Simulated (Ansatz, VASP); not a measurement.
CdAg: VASP beside Ansatz

```xyz
2
Lattice="3.3521 0.0000 0.0000 0.0000 3.3521 0.0000 0.0000 0.0000 3.3521" Properties=species:S:1:pos:R:3 pbc="T T T"
Cd    1.6760    1.6760    1.6760
Ag    0.0000    0.0000    0.0000
```

Change from the starting cell: volume scaled by 1.02.

Alike in both runs: task single point; functional PBEsol; k mesh 12 × 12 × 12; occupations fermi-dirac, width 0.05 eV; no spin polarisation.

|  | VASP | Ansatz |
| --- | --- | --- |
| version | VASP 6.6.1 | Ansatz 0.2.0 |
| potentials or method | VASP PAW PBE potentials, release 64 (Cd, Ag), cutoff 520 eV | all-electron LAPW, scalar-relativistic |

|  | VASP | Ansatz | Ansatz less VASP |
| --- | --- | --- | --- |
| pressure (GPa) | -3.0 | -3.3 | -0.33 |

VASP's potentials were made for PBE, not for PBEsol. Ansatz ran all-electron here, and VASP with PAW potentials.
